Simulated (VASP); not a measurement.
# SiC (sol) (P6_3mc) in VASP: notebook

Runs on SiC (sol). Level: PBEsol. Tasks: single point.

Everything below comes from runs of VASP 6.6.1. Logs are shortened: lines on timing, memory, paths and dates and some standing lists are left out, and cuts for length are marked.

## Step 1: The cell of the first run

It takes space group P6_3mc (No. 186, hexagonal). Conventional cell: a = 3.076 Å, b = 3.076 Å, c = 5.048 Å, α = 90.00°, β = 90.00°, γ = 120.00°. Within 2.5 Å of Si (site symmetry 3m) lie 4 C at 1.88 to 1.89 Å. C (site symmetry 3m) has 4 Si at 1.88 to 1.89 Å within 2.5 Å.

## Step 2: Single point, PBEsol

INCAR

```
PREC = Accurate
ENCUT = 520
EDIFF = 1E-6
ISMEAR = 0
SIGMA = 0.1
LREAL = F
LASPH = T
NELM = 100
ALGO = Normal
ISIF = 2
LWAVE = F
LCHARG = F
GGA = PS
NBANDS = 16
```

KPOINTS

```
Automatic mesh
0
Gamma
  6 6 4
```

POSCAR

```
SiC
1.0
    3.0760000000      0.0000000000      0.0000000000
   -1.5380000000      2.6638941420      0.0000000000
    0.0000000000      0.0000000000      5.0480000000
Si C
2 2
Direct
    0.3333333333      0.6666666667      0.0000000000
    0.6666666667      0.3333333333      0.5000000000
    0.3333333333      0.6666666667      0.3750000000
    0.6666666667      0.3333333333      0.8750000000
```

Potentials or basis: VASP PAW PBE potentials, release 64 (Si, C).

Launch:

```bash
cat potpaw_PBE.64/Si/POTCAR potpaw_PBE.64/C/POTCAR > POTCAR
mpirun -np 1 vasp_std > vasp.out
```

OUTCAR:

```text
PREC = Accurate
   ENCUT = 520
   EDIFF = 1E-6
   ISMEAR = 0
   LREAL = F
   LASPH = T
   NELM = 100
   ISIF = 2
   GGA = PS

 ion  position               nearest neighbor table
   1  0.333  0.667  0.000-   4 1.88   4 1.88   4 1.88   3 1.89   2 3.09   2 3.09   2 3.09   2 3.09
                             2 3.09   2 3.09
   2  0.667  0.333  0.500-   3 1.88   3 1.88   3 1.88   4 1.89   1 3.09   1 3.09   1 3.09   1 3.09
                             1 3.09   1 3.09
   3  0.333  0.667  0.375-   2 1.88   2 1.88   2 1.88   1 1.89
   4  0.667  0.333  0.875-   1 1.88   1 1.88   1 1.88   2 1.89

  LATTYP: Found a hexagonal cell.
 ALAT       =     3.0760000000
 C/A-ratio  =     1.6410923277

  Lattice vectors:

 A1 = (   3.0760000000,   0.0000000000,   0.0000000000)
 A2 = (  -1.5380000000,   2.6638941420,   0.0000000000)
 A3 = (   0.0000000000,   0.0000000000,   5.0480000000)

Analysis of symmetry for initial positions (statically):
=====================================================================
 Subroutine PRICEL returns:
 Original cell was already a primitive cell.

 Routine SETGRP: Setting up the symmetry group for a
 hexagonal supercell.

 Subroutine GETGRP returns: Found 12 space group operations
 (whereof  6 operations were pure point group operations)
 out of a pool of 24 trial point group operations.

The static configuration has the point symmetry C_3v.
 The point group associated with its full space group is C_6v.

Analysis of symmetry for dynamics (positions and initial velocities):
=====================================================================
 Subroutine PRICEL returns:
 Original cell was already a primitive cell.

 Routine SETGRP: Setting up the symmetry group for a
 hexagonal supercell.

 Subroutine GETGRP returns: Found 12 space group operations
 (whereof  6 operations were pure point group operations)
 out of a pool of 24 trial point group operations.

The dynamic configuration has the point symmetry C_3v.
 The point group associated with its full space group is C_6v.

 Subroutine INISYM returns: Found 12 space group operations
 (whereof  6 operations are pure point group operations),
 and found     1 'primitive' translations

----------------------------------------------------------------------------------------

                                     Primitive cell

  volume of cell :      41.3640

  direct lattice vectors                    reciprocal lattice vectors
     3.076000000  0.000000000  0.000000000     0.325097529  0.187695146  0.000000000
    -1.538000000  2.663894142  0.000000000     0.000000000  0.375390292  0.000000000
     0.000000000  0.000000000  5.048000000     0.000000000  0.000000000  0.198098257

  length of vectors
     3.076000000  3.076000000  5.048000000     0.375390292  0.375390292  0.198098257

  position of ions in fractional coordinates (direct lattice)
     0.333333333  0.666666667  0.000000000
     0.666666667  0.333333333  0.500000000
     0.333333333  0.666666667  0.375000000
     0.666666667  0.333333333  0.875000000

  ion indices of the primitive-cell ions
   primitive index   ion index
                 1           1
                 2           2
                 3           3
                 4           4

----------------------------------------------------------------------------------------

 KPOINTS: Automatic mesh

Automatic generation of k-mesh.
 Grid dimensions read from file:
 generate k-points for:    6    6    4

 Generating k-lattice:

  Cartesian coordinates                     Fractional coordinates (reciprocal lattice)
     0.054182922  0.031282524  0.000000000     0.166666667  0.000000000  0.000000000
     0.000000000  0.062565049  0.000000000     0.000000000  0.166666667  0.000000000
     0.000000000  0.000000000  0.049524564     0.000000000  0.000000000  0.250000000

  Length of vectors
     0.062565049  0.062565049  0.049524564

  Shift w.r.t. Gamma in fractional coordinates (k-lattice)
     0.000000000  0.000000000  0.000000000

 Subroutine IBZKPT returns following result:
 ===========================================

 Found     21 irreducible k-points:

 Following reciprocal coordinates:
            Coordinates               Weight
  0.000000  0.000000  0.000000      1.000000
  0.166667  0.000000  0.000000      6.000000
  0.333333 -0.000000  0.000000      6.000000
  0.500000 -0.000000  0.000000      3.000000
  0.166667  0.166667  0.000000      6.000000
  0.333333  0.166667  0.000000     12.000000
[... 13 lines left out ...]
  0.333333  0.166667  0.500000     12.000000
  0.333333  0.333333  0.500000      2.000000
   k-points           NKPTS =     21   k-points in BZ     NKDIM =     21   number of bands    NBANDS=     16
   number of dos      NEDOS =    301   number of ions     NIONS =      4
   total plane-waves  NPLWV =  23040
   dimension x,y,z NGX =    24 NGY =   24 NGZ =   40
   dimension x,y,z NGXF=    48 NGYF=   48 NGZF=   80
   ions per type =               2   2
   NGX,Y,Z   is equivalent  to a cutoff of  12.97, 12.97, 13.17 a.u.
   NGXF,Y,Z  is equivalent  to a cutoff of  25.94, 25.94, 26.35 a.u.
 SYSTEM =  unknown system
   PREC   = accura    normal or accurate (medium, high low for compatibility)
   ISTART =      0    job   : 0-new  1-cont  2-samecut
   ICHARG =      2    charge: 1-file 2-atom 10-const
   ISPIN  =      1    spin polarized calculation?
   LNONCOLLINEAR =      F non collinear calculations
   LSORBIT =      F    spin-orbit coupling
   LASPH  =      T    aspherical Exc in radial PAW
   ENCUT  =  520.0 eV  38.22 Ry    6.18 a.u.   5.72  5.72  9.39*2*pi/ulx,y,z
   NELM   =    100;   NELMIN=  2; NELMDL= -5     # of ELM steps
   EDIFF  = 0.1E-05   stopping-criterion for ELM
   LREAL  =      F    real-space projection
   EDIFFG = 0.1E-04   stopping-criterion for IOM
   NSW    =      0    number of steps for IOM
   IBRION =     -1    ionic relax: 0-MD 1-quasi-New 2-CG
   NFREE  =      0    steps in history (QN), initial steepest desc. (CG)
   ISIF   =      2    stress and relaxation
   ISYM   =      2    0-nonsym 1-usesym 2-fastsym
   POTIM  = 0.5000    time-step for ionic-motion
   TEBEG  =    0.0;   TEEND  =   0.0 temperature during run
   PSTRESS=    0.0 pullay stress
   NELECT =      16.0000    total number of electrons
   NUPDOWN=      -1.0000    fix difference up-down
   EMIN   =  10.00;   EMAX   =-10.00  energy-range for DOS
   EFERMI =   0.00;   METHOD = LEGACY
   ISMEAR =     0;   SIGMA  =   0.10  broadening in eV -4-tet -1-fermi 0-gaus
   EFERMI_NEDOS =   21; number of points for ismear=-14 and -15
   IALGO  =     38    algorithm
   IMIX   =      4    mixing-type and parameters
     AMIX     =   0.40;   BMIX     =  1.00
     AMIX_MAG =   1.60;   BMIX_MAG =  1.00
  volume/ion in A,a.u.               =      10.34        69.78
  Fermi-wavevector in a.u.,A,eV,Ry     =   1.192817  2.254098 19.358549  1.422813
  Thomas-Fermi vector in A             =   2.328847
   LORBIT       =      0    0 simple, 1 ext, 2 COOP (PROOUT), +10 PAW based schemes
   GGA     = PS    functional components
   LHFCALC =     F    Hartree Fock is set to
   AEXX    =    0.0000 exact exchange contribution
   IVDW    =     0    specifies the selected vdW correction
   LEPSILON=     F    determine dielectric tensor
   LRPA    =     F    only Hartree local field effects (RPA)
 non-spin polarized calculation
 Gauss-broadening in eV      SIGMA  =   0.10
  energy-cutoff  :      520.00
  volume of cell :       41.36
 maximum number of plane-waves:      1132
 NGX is ok and might be reduce to    24
   NGX = 11   NGY = 11   NGZ = 19

 number of electron      16.0000000 magnetization

 Free energy of the ion-electron system (eV)
  ---------------------------------------------------
  ext. energy  EPLUGINS =         0.00000000
  ---------------------------------------------------
  free energy    TOTEN  =       -31.81070416 eV

  energy without entropy =      -31.81070416  energy(sigma->0) =      -31.81070416

 E-fermi :   8.6606     XC(G=0): -11.4986

 val. band max:        8.2239191534   @ k =   0.0000   0.0000   0.0000
 cond. band min:      10.3052121852   @ k =   0.3333   0.3333   0.0000
 fundamental gap:      2.0812930318
 Fermi energy:         8.6605656675

 k-point     1 :       0.0000    0.0000    0.0000
  band No.  band energies     occupation
      1      -7.3789      2.00000
      2      -3.7679      2.00000
      3      -0.5666      2.00000
      4       6.8978      2.00000
      5       6.8978      2.00000
      6       8.0760      2.00000
[... 8 lines left out ...]
     15      17.1121      0.00000
     16      19.4155      0.00000

 k-point     2 :       0.1667    0.0000    0.0000
  band No.  band energies     occupation
      1      -6.8978      2.00000
      2      -3.3630      2.00000
      3      -0.1267      2.00000
      4       4.7025      2.00000
      5       6.2000      2.00000
      6       6.6424      2.00000
[... 8 lines left out ...]
     15      17.6824      0.00000
     16      18.0496      0.00000

 k-point     3 :       0.3333   -0.0000    0.0000
  band No.  band energies     occupation
      1      -5.5206      2.00000
      2      -2.3984      2.00000
      3       0.7326      2.00000
      4       1.9242      2.00000
      5       3.8425      2.00000
      6       5.2460      2.00000
[... 8 lines left out ...]
     15      19.0553      0.00000
     16      20.2079      0.00000

 k-point     4 :       0.5000   -0.0000    0.0000
  band No.  band energies     occupation
      1      -4.0259      2.00000
      2      -2.5629      2.00000
      3       0.4295      2.00000
      4       1.9073      2.00000
      5       2.7213      2.00000
      6       4.8526      2.00000
[... 8 lines left out ...]
     15      18.4699      0.00000
     16      20.6098      0.00000
[... 267 lines left out ...]
 k-point    19 :       0.1667    0.1667    0.5000
  band No.  band energies     occupation
      1      -4.8147      2.00000
      2      -4.8147      2.00000
      3       2.8354      2.00000
      4       2.8354      2.00000
      5       5.1686      2.00000
      6       5.1686      2.00000
[... 8 lines left out ...]
     15      18.3950      0.00000
     16      18.3950      0.00000

 k-point    20 :       0.3333    0.1667    0.5000
  band No.  band energies     occupation
      1      -3.3207      2.00000
      2      -3.3207      2.00000
      3       0.6838      2.00000
      4       0.6838      2.00000
      5       4.0750      2.00000
      6       4.0750      2.00000
[... 8 lines left out ...]
     15      19.8416      0.00000
     16      19.8416      0.00000

 k-point    21 :       0.3333    0.3333    0.5000
  band No.  band energies     occupation
      1      -2.5345      2.00000
      2      -2.5345      2.00000
      3       0.4298      2.00000
      4       0.4298      2.00000
      5       2.5061      2.00000
      6       2.5061      2.00000
[... 8 lines left out ...]
     15      19.7491      0.00000
     16      19.7491      0.00000

------------------------ aborting loop because EDIFF is reached ----------------------------------------

  FORCE on cell =-STRESS in cart. coord.  units (eV):
  Direction    XX          YY          ZZ          XY          YZ          ZX
  --------------------------------------------------------------------------------------
  -------------------------------------------------------------------------------------
  Total        0.0592161      0.0592161      0.1369335     -0.0000000      0.0000000      0.0000000
  in kB        2.2936524      2.2936524      5.3039294     -0.0000000      0.0000000      0.0000000
  external PRESSURE =       3.2970781 kB  Pullay stress =       0.0000000 kB

 VOLUME and BASIS-vectors are now :
 -----------------------------------------------------------------------------
  energy-cutoff  :      520.00
  volume of cell :       41.36
      direct lattice vectors                 reciprocal lattice vectors
     3.076000000  0.000000000  0.000000000     0.325097529  0.187695146  0.000000000
    -1.538000000  2.663894142  0.000000000     0.000000000  0.375390292  0.000000000
     0.000000000  0.000000000  5.048000000     0.000000000  0.000000000  0.198098257

 POSITION                                       TOTAL-FORCE (eV/Angst)
 -----------------------------------------------------------------------------------
     -0.00000      1.77593      0.00000         0.000000      0.000000     -0.081370
      1.53800      0.88796      2.52400        -0.000000      0.000000     -0.081370
     -0.00000      1.77593      1.89300        -0.000000      0.000000      0.081370
      1.53800      0.88796      4.41700         0.000000     -0.000000      0.081370
 -----------------------------------------------------------------------------------
    total drift:                               -0.000000      0.000000     -0.000125

  FREE ENERGIE OF THE ION-ELECTRON SYSTEM (eV)
  ---------------------------------------------------
  free  energy   TOTEN  =       -31.8107041638 eV

  energy  without entropy=      -31.8107041638  energy(sigma->0) =      -31.81070416
```

It took 4.8 s on 1 thread of Intel Xeon 6975P-C, shared host; peak memory 0.15 GiB.

Results:

```
Free energy            : -31.8107 eV
Pressure               : 0.3 GPa
Largest force          : 0.081 eV/Å
Band gap on the k mesh : 2.08 eV, indirect (least direct gap 3.84 eV)
```

Forces on the atoms (eV/Å):
```
Si   0.000  0.000 -0.081
Si   0.000  0.000 -0.081
C    0.000  0.000  0.081
C    0.000  0.000  0.081
```

Caveat: the PAW data sets were made with another functional, which shifts forces and pressure a little.

## Step 3: Single point, PBEsol

INCAR

```
SYSTEM = SiC
PREC = Accurate
ENCUT = 520
EDIFF = 1E-7
ISMEAR = 0
SIGMA = 0.02
LREAL = .FALSE.
LASPH = .TRUE.
NELM = 100
ALGO = Normal
ISIF = 2
LWAVE = .FALSE.
LCHARG = .FALSE.
GGA = PS
NBANDS = 16
```

KPOINTS

```
regular mesh
0
G
  12 12 6
  0 0 0
```

POSCAR

```
SiC
1.0
    3.0759836400      0.0000000000      0.0000000000
   -1.5379918200      2.6638799739      0.0000000000
    0.0000000000      0.0000000000      5.0478375098
Si C
2 2
Direct
    0.3333333333      0.6666666667     -0.0004104654
    0.6666666667      0.3333333333      0.4995895346
    0.3333333333      0.6666666667      0.3754104654
    0.6666666667      0.3333333333      0.8754104654
```

Potentials or basis: VASP PAW PBE potentials, release 64 (Si, C).

Launch:

```bash
cat potpaw_PBE.64/Si/POTCAR potpaw_PBE.64/C/POTCAR > POTCAR
mpirun -np 1 vasp_std > vasp.out
```

OUTCAR:

```text
SYSTEM = SiC
   PREC = Accurate
   ENCUT = 520
   EDIFF = 1E-7
   ISMEAR = 0
   LREAL = .FALSE.
   LASPH = .TRUE.
   NELM = 100
   ISIF = 2
   GGA = PS

 ion  position               nearest neighbor table
   1  0.333  0.667  1.000-   4 1.88   4 1.88   4 1.88   3 1.90   2 3.09   2 3.09   2 3.09   2 3.09
                             2 3.09   2 3.09
   2  0.667  0.333  0.500-   3 1.88   3 1.88   3 1.88   4 1.90   1 3.09   1 3.09   1 3.09   1 3.09
                             1 3.09   1 3.09
   3  0.333  0.667  0.375-   2 1.88   2 1.88   2 1.88   1 1.90
   4  0.667  0.333  0.875-   1 1.88   1 1.88   1 1.88   2 1.90

[... 661 lines left out ...]
  -------------------------------------------------------------------------------------
  Total        0.0899600      0.0899600      0.0880191     -0.0000000     -0.0000000      0.0000000
  in kB        3.4846240      3.4846240      3.4094440     -0.0000000     -0.0000000      0.0000000
  external PRESSURE =       3.4595640 kB  Pullay stress =       0.0000000 kB

 VOLUME and BASIS-vectors are now :
 -----------------------------------------------------------------------------
  energy-cutoff  :      520.00
  volume of cell :       41.36
      direct lattice vectors                 reciprocal lattice vectors
     3.075983640  0.000000000  0.000000000     0.325099258  0.187696144  0.000000000
    -1.537991820  2.663879974  0.000000000     0.000000000  0.375392289  0.000000000
     0.000000000  0.000000000  5.047837510     0.000000000  0.000000000  0.198104634

 POSITION                                       TOTAL-FORCE (eV/Angst)
 -----------------------------------------------------------------------------------
     -0.00000      1.77592      5.04577        -0.000000     -0.000000      0.001303
      1.53799      0.88796      2.52185         0.000000      0.000000      0.001303
     -0.00000      1.77592      1.89501         0.000000     -0.000000     -0.001303
      1.53799      0.88796      4.41893        -0.000000      0.000000     -0.001303
 -----------------------------------------------------------------------------------
    total drift:                               -0.000000      0.000000     -0.000218

  FREE ENERGIE OF THE ION-ELECTRON SYSTEM (eV)
  ---------------------------------------------------
  free  energy   TOTEN  =       -31.8222043703 eV

  energy  without entropy=      -31.8222043703  energy(sigma->0) =      -31.82220437
```

OSZICAR:

```text
N       E                     dE             d eps       ncg     rms          rms(c)
DAV:   1     0.243706742269E+02    0.24371E+02   -0.71407E+03  2432   0.898E+02
DAV:   2    -0.328401894353E+02   -0.57211E+02   -0.51553E+02  3432   0.155E+02
DAV:   3    -0.354134756014E+02   -0.25733E+01   -0.25610E+01  3208   0.304E+01
DAV:   4    -0.354323648195E+02   -0.18889E-01   -0.18885E-01  2864   0.322E+00
DAV:   5    -0.354325461987E+02   -0.18138E-03   -0.18137E-03  3208   0.295E-01    0.124E+01
DAV:   6    -0.319565803108E+02    0.34760E+01   -0.59868E+00  3096   0.150E+01    0.569E+00
DAV:   7    -0.318543129363E+02    0.10227E+00   -0.10499E+00  3448   0.595E+00    0.241E+00
DAV:   8    -0.318255741122E+02    0.28739E-01   -0.54252E-02  2856   0.142E+00    0.588E-01
DAV:   9    -0.318220517845E+02    0.35223E-02   -0.69203E-03  3096   0.559E-01    0.112E-01
DAV:  10    -0.318221979724E+02   -0.14619E-03   -0.69082E-04  2952   0.155E-01    0.527E-02
DAV:  11    -0.318222041285E+02   -0.61562E-05   -0.37258E-05  3160   0.447E-02    0.112E-02
DAV:  12    -0.318222043436E+02   -0.21507E-06   -0.35521E-06  2944   0.120E-02    0.404E-03
DAV:  13    -0.318222043703E+02   -0.26643E-07   -0.68013E-07  3248   0.516E-03
   1 F= -.31822204E+02 E0= -.31822204E+02  d E =-.284686E-33
```

It took 15 s on 1 thread of Intel Xeon 6975P-C, shared host; peak memory 0.18 GiB.

What came out:

| Quantity | Value |
| --- | --- |
| Free energy | -31.8222 eV |
| Pressure | 0.3 GPa |
| Band gap on the k mesh | 2.11 eV, indirect (least direct gap 3.85 eV) |

Caveat: the PAW data sets were made with another functional, which shifts forces and pressure a little. A k mesh can miss the band edges.

(Continued in part 2 of 2.)
